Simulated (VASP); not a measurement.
# BiB (F-43m) in VASP: notebook, part 2 of 2

VASP 6.6.1. The steps go on from the part before.

**3. Single point, PBE**

Contents of INCAR:

```
ALGO     = Normal         # electronic algorithm
EDIFF    = 1E-6           # SCF threshold, eV
ENCUT    = 500            # plane-wave cutoff, eV
GGA      = PE             # functional
GGA_COMPAT= F            
ISIF     = 2              # what is computed and relaxed
ISMEAR   = 1              # smearing method
LASPH    = T              # aspherical terms in the spheres
LCHARG   = F              # write CHGCAR
LREAL    = F              # projectors in reciprocal space
LWAVE    = F              # write WAVECAR
NBANDS   = 16             # bands
NELM     = 120            # most SCF steps
PREC     = Accurate       # precision mode
SIGMA    = 0.5            # smearing width, eV
```

Contents of KPOINTS:

```
k-points
0
Gamma
  6 6 6
```

Contents of POSCAR:

```
BiB
1.0
    0.0000000000      2.7448744688      2.7448744688
    2.7448744688      0.0000000000      2.7448744688
    2.7448744688      2.7448744688      0.0000000000
B Bi
1 1
Direct
    0.0000000000      0.0000000000      0.0000000000
    0.2500000000      0.2500000000      0.2500000000
```

Potentials or basis: VASP PAW PBE potentials, release 64 (B, Bi_d).

Started as:

```sh
cat potpaw_PBE.64/B/POTCAR potpaw_PBE.64/Bi_d/POTCAR > POTCAR
mpirun -np 1 vasp_std > vasp.out
```

OUTCAR:

```text
EDIFF = 1E-6
   ENCUT = 500
   GGA = PE
   ISIF = 2
   ISMEAR = 1
   LASPH = T
   LREAL = F
   NELM = 120
   PREC = Accurate

 ion  position               nearest neighbor table
   1  0.000  0.000  0.000-   2 2.38   2 2.38   2 2.38   2 2.38
   2  0.250  0.250  0.250-   1 2.38   1 2.38   1 2.38   1 2.38

  LATTYP: Found a face centered cubic cell.
 ALAT       =     5.4897489376

  Lattice vectors:

 A1 = (   0.0000000000,   2.7448744688,   2.7448744688)
 A2 = (   2.7448744688,   0.0000000000,   2.7448744688)
 A3 = (   2.7448744688,   2.7448744688,   0.0000000000)

Analysis of symmetry for initial positions (statically):
=====================================================================
 Subroutine PRICEL returns:
 Original cell was already a primitive cell.

 Routine SETGRP: Setting up the symmetry group for a
 face centered cubic supercell.

 Subroutine GETGRP returns: Found 24 space group operations
 (whereof 24 operations were pure point group operations)
 out of a pool of 48 trial point group operations.

The static configuration has the point symmetry T_d .

Analysis of symmetry for dynamics (positions and initial velocities):
=====================================================================
 Subroutine PRICEL returns:
 Original cell was already a primitive cell.

 Routine SETGRP: Setting up the symmetry group for a
 face centered cubic supercell.

 Subroutine GETGRP returns: Found 24 space group operations
 (whereof 24 operations were pure point group operations)
 out of a pool of 48 trial point group operations.

The dynamic configuration has the point symmetry T_d .

 Subroutine INISYM returns: Found 24 space group operations
 (whereof 24 operations are pure point group operations),
 and found     1 'primitive' translations

----------------------------------------------------------------------------------------

                                     Primitive cell

  volume of cell :      41.3616

  direct lattice vectors                    reciprocal lattice vectors
     0.000000000  2.744874469  2.744874469    -0.182157693  0.182157693  0.182157693
     2.744874469  0.000000000  2.744874469     0.182157693 -0.182157693  0.182157693
     2.744874469  2.744874469  0.000000000     0.182157693  0.182157693 -0.182157693

  length of vectors
     3.881838701  3.881838701  3.881838701     0.315506379  0.315506379  0.315506379

  position of ions in fractional coordinates (direct lattice)
     0.000000000  0.000000000  0.000000000
     0.250000000  0.250000000  0.250000000

  ion indices of the primitive-cell ions
   primitive index   ion index
                 1           1
                 2           2

----------------------------------------------------------------------------------------

 KPOINTS: k-points

Automatic generation of k-mesh.
 Grid dimensions read from file:
 generate k-points for:    6    6    6

 Generating k-lattice:

  Cartesian coordinates                     Fractional coordinates (reciprocal lattice)
    -0.030359615  0.030359615  0.030359615     0.166666667  0.000000000  0.000000000
     0.030359615 -0.030359615  0.030359615     0.000000000  0.166666667  0.000000000
     0.030359615  0.030359615 -0.030359615     0.000000000  0.000000000  0.166666667

  Length of vectors
     0.052584396  0.052584396  0.052584396

  Shift w.r.t. Gamma in fractional coordinates (k-lattice)
     0.000000000  0.000000000  0.000000000

 Subroutine IBZKPT returns following result:
 ===========================================

 Found     16 irreducible k-points:

 Following reciprocal coordinates:
            Coordinates               Weight
  0.000000  0.000000  0.000000      1.000000
  0.166667  0.000000  0.000000      8.000000
  0.333333  0.000000  0.000000      8.000000
  0.500000  0.000000  0.000000      4.000000
  0.166667  0.166667  0.000000      6.000000
  0.333333  0.166667  0.000000     24.000000
[... 8 lines left out ...]
 -0.333333  0.333333  0.166667     24.000000
 -0.333333  0.500000  0.166667     12.000000
   k-points           NKPTS =     16   k-points in BZ     NKDIM =     16   number of bands    NBANDS=     16
   number of dos      NEDOS =    301   number of ions     NIONS =      2
   total plane-waves  NPLWV =  21952
   dimension x,y,z NGX =    28 NGY =   28 NGZ =   28
   dimension x,y,z NGXF=    56 NGYF=   56 NGZF=   56
   ions per type =               1   1
   NGX,Y,Z   is equivalent  to a cutoff of  11.99, 11.99, 11.99 a.u.
   NGXF,Y,Z  is equivalent  to a cutoff of  23.98, 23.98, 23.98 a.u.
 SYSTEM =  unknown system
   PREC   = accura    normal or accurate (medium, high low for compatibility)
   ISTART =      0    job   : 0-new  1-cont  2-samecut
   ICHARG =      2    charge: 1-file 2-atom 10-const
   ISPIN  =      1    spin polarized calculation?
   LNONCOLLINEAR =      F non collinear calculations
   LSORBIT =      F    spin-orbit coupling
   LASPH  =      T    aspherical Exc in radial PAW
   ENCUT  =  500.0 eV  36.75 Ry    6.06 a.u.   7.08  7.08  7.08*2*pi/ulx,y,z
   NELM   =    120;   NELMIN=  2; NELMDL= -5     # of ELM steps
   EDIFF  = 0.1E-05   stopping-criterion for ELM
   LREAL  =      F    real-space projection
   EDIFFG = 0.1E-04   stopping-criterion for IOM
   NSW    =      0    number of steps for IOM
   IBRION =     -1    ionic relax: 0-MD 1-quasi-New 2-CG
   NFREE  =      0    steps in history (QN), initial steepest desc. (CG)
   ISIF   =      2    stress and relaxation
   ISYM   =      2    0-nonsym 1-usesym 2-fastsym
   POTIM  = 0.5000    time-step for ionic-motion
   TEBEG  =    0.0;   TEEND  =   0.0 temperature during run
   PSTRESS=    0.0 pullay stress
   NELECT =      18.0000    total number of electrons
   NUPDOWN=      -1.0000    fix difference up-down
   EMIN   =  10.00;   EMAX   =-10.00  energy-range for DOS
   EFERMI =   0.00;   METHOD = LEGACY
   ISMEAR =     1;   SIGMA  =   0.50  broadening in eV -4-tet -1-fermi 0-gaus
   EFERMI_NEDOS =   21; number of points for ismear=-14 and -15
   IALGO  =     38    algorithm
   IMIX   =      4    mixing-type and parameters
     AMIX     =   0.40;   BMIX     =  1.00
     AMIX_MAG =   1.60;   BMIX_MAG =  1.00
  volume/ion in A,a.u.               =      20.68       139.56
  Fermi-wavevector in a.u.,A,eV,Ry     =   1.240604  2.344402 20.940704  1.539098
  Thomas-Fermi vector in A             =   2.375038
   LORBIT       =      0    0 simple, 1 ext, 2 COOP (PROOUT), +10 PAW based schemes
   GGA     = PE    functional components
   LHFCALC =     F    Hartree Fock is set to
   AEXX    =    0.0000 exact exchange contribution
   IVDW    =     0    specifies the selected vdW correction
   LEPSILON=     F    determine dielectric tensor
   LRPA    =     F    only Hartree local field effects (RPA)
 non-spin polarized calculation
 Methfessel and Paxton  Order N= 1 SIGMA  =   0.50
  energy-cutoff  :      500.00
  volume of cell :       41.36
 maximum number of plane-waves:      1067
   NGX = 15   NGY = 15   NGZ = 15

 number of electron      18.0000010 magnetization

 Free energy of the ion-electron system (eV)
  ---------------------------------------------------
  ext. energy  EPLUGINS =         0.00000000
  ---------------------------------------------------
  free energy    TOTEN  =        -8.95976097 eV

  energy without entropy =       -8.96970737  energy(sigma->0) =       -8.96307644

 E-fermi :   7.2989     XC(G=0): -10.0207

 val. band max:        7.1417384051   @ k =   0.0000   0.0000   0.0000
 cond. band min:       7.4212045003   @ k =   0.0000   0.0000   0.0000
 fundamental gap:      0.2794660952
 Fermi energy:         7.2988912006

 k-point     1 :       0.0000    0.0000    0.0000
  band No.  band energies     occupation
      1     -15.9904      2.00000
      2     -15.9904      2.00000
      3     -15.9904      2.00000
      4     -15.9074      2.00000
      5     -15.9074      2.00000
      6      -6.9945      2.00000
[... 8 lines left out ...]
     15      17.6964      0.00000
     16      17.6964      0.00000
[... 267 lines left out ...]
 k-point    16 :      -0.3333    0.5000    0.1667
  band No.  band energies     occupation
      1     -16.0025      2.00000
      2     -15.9340      2.00000
      3     -15.9333      2.00000
      4     -15.9044      2.00000
      5     -15.8872      2.00000
      6      -3.9736      2.00000
[... 8 lines left out ...]
     15      19.3293      0.00000
     16      20.2210      0.00000

------------------------ aborting loop because EDIFF is reached ----------------------------------------

  FORCE on cell =-STRESS in cart. coord.  units (eV):
  Direction    XX          YY          ZZ          XY          YZ          ZX
  --------------------------------------------------------------------------------------
  -------------------------------------------------------------------------------------
  Total        0.3168423      0.3168423      0.3168423      0.0000000      0.0000000      0.0000000
  in kB       12.2731552     12.2731552     12.2731552      0.0000000      0.0000000      0.0000000
  external PRESSURE =      12.2731552 kB  Pullay stress =       0.0000000 kB

 VOLUME and BASIS-vectors are now :
 -----------------------------------------------------------------------------
  energy-cutoff  :      500.00
  volume of cell :       41.36
      direct lattice vectors                 reciprocal lattice vectors
     0.000000000  2.744874469  2.744874469    -0.182157693  0.182157693  0.182157693
     2.744874469  0.000000000  2.744874469     0.182157693 -0.182157693  0.182157693
     2.744874469  2.744874469  0.000000000     0.182157693  0.182157693 -0.182157693

 POSITION                                       TOTAL-FORCE (eV/Angst)
 -----------------------------------------------------------------------------------
      0.00000      0.00000      0.00000         0.000000      0.000000      0.000000
      1.37244      1.37244      1.37244        -0.000000     -0.000000     -0.000000
 -----------------------------------------------------------------------------------
    total drift:                                0.000000      0.000000      0.000000

  FREE ENERGIE OF THE ION-ELECTRON SYSTEM (eV)
  ---------------------------------------------------
  free  energy   TOTEN  =        -8.9597609726 eV

  energy  without entropy=       -8.9697073718  energy(sigma->0) =       -8.96307644
```

It took 4.9 s on 1 thread of Intel Xeon 6975P-C (Granite Rapids), shared host; peak memory 0.15 GiB.

What came out:

| Property | Result |
| --- | --- |
| Free energy | -8.9598 eV |
| Pressure | 1.2 GPa |
| Band gap on the k mesh | 0.28 eV, direct |

Caveat: spin-orbit coupling is left out, which moves the levels of the heavy elements. A k mesh can miss the band edges.

**4. Single point, r2SCAN**

POSCAR is that of step 3.

Contents of INCAR.step1:

```
SYSTEM = BiB
  PREC = Accurate
  ENCUT = 550
  ISMEAR = 0
  SIGMA = 0.01
  LREAL = .FALSE.
  LASPH = .TRUE.
  NELM = 120
  NBANDS = 16
  GGA = PE
  ALGO = Normal
  EDIFF = 1E-5
  LWAVE = .TRUE.
  LCHARG = .FALSE.
  GGA_COMPAT = .FALSE.
```

Contents of INCAR.step2:

```
SYSTEM = BiB
  PREC = Accurate
  ENCUT = 550
  EDIFF = 1E-6
  ISMEAR = 0
  SIGMA = 0.01
  LREAL = .FALSE.
  LASPH = .TRUE.
  NELM = 120
  ALGO = Normal
  ISIF = 2
  LWAVE = .FALSE.
  LCHARG = .FALSE.
  METAGGA = R2SCAN
  LMIXTAU = .TRUE.
  NBANDS = 16
  ISTART = 1
  GGA_COMPAT = .FALSE.
```

Contents of KPOINTS:

```
regular mesh
0
G
  6 6 6
  0 0 0
```

Started as:

```sh
cat potpaw_PBE.64/B/POTCAR potpaw_PBE.64/Bi_d/POTCAR > POTCAR
cp INCAR.step1 INCAR
mpirun -np 1 vasp_std > vasp.out
cp INCAR.step2 INCAR
mpirun -np 1 vasp_std > vasp.out
```

It took 26 s on 1 thread of Intel Xeon 6975P-C (Granite Rapids), shared host; peak memory 0.17 GiB.

Results (log left out):

```yaml
Free_energy: -64.2821 eV
Pressure: -0.2 GPa
Band_gap_on_the_k_mesh: 0.40 eV, direct
```

Levels at points of the mesh, in eV from the valence-band top:
| k point | band 5 | band 6 | band 7 | band 8 | band 9 | band 10 | band 11 | band 12 | band 13 | band 14 |
| --- | --- | --- | --- | --- | --- | --- | --- | --- | --- | --- |
| (0.00, 0.00, 0.00) | -23.77 | -14.83 | 0.00 | 0.00 | 0.00 | 0.40 | 2.93 | 2.93 | 2.93 | 6.76 |
| (0.50, 0.00, 0.00) | -23.75 | -12.63 | -8.14 | -1.72 | -1.72 | 0.52 | 4.40 | 4.40 | 6.50 | 9.03 |
| (0.50, 0.50, 0.00) | -23.74 | -11.60 | -8.36 | -3.68 | -3.68 | 1.01 | 1.13 | 9.02 | 9.27 | 9.27 |

Caveat: the PAW data sets were made with another functional, which shifts forces and pressure a little; spin-orbit coupling is left out, which moves the levels of the heavy elements.

**5. The runs side by side**

| level | k mesh | cutoff (eV) | smearing | gap on the mesh (eV) | pressure (GPa) |
| --- | --- | --- | --- | --- | --- |
| PBE | 2 × 2 × 2 | 500 | gaussian 0.01 eV | 0.31 | 4.6 |
| PBE | 6 × 6 × 6 | 500 | methfessel-paxton 0.5 eV | 0.28 | 1.2 |
| r2SCAN | 6 × 6 × 6 | 550 | gaussian 0.01 eV | 0.40 | -0.2 |

Alike in all rows: task single point; potentials or basis VASP PAW PBE potentials, release 64 (B, Bi_d); no spin polarisation; cell as given.

Caveats: some runs use coarse meshes; spin-orbit coupling is left out, which moves the levels of the heavy elements; the PAW data sets were made with another functional, which shifts forces and pressure a little (some runs).

Total energies depend on the potentials used, so only differences within one code and one set of settings carry meaning.
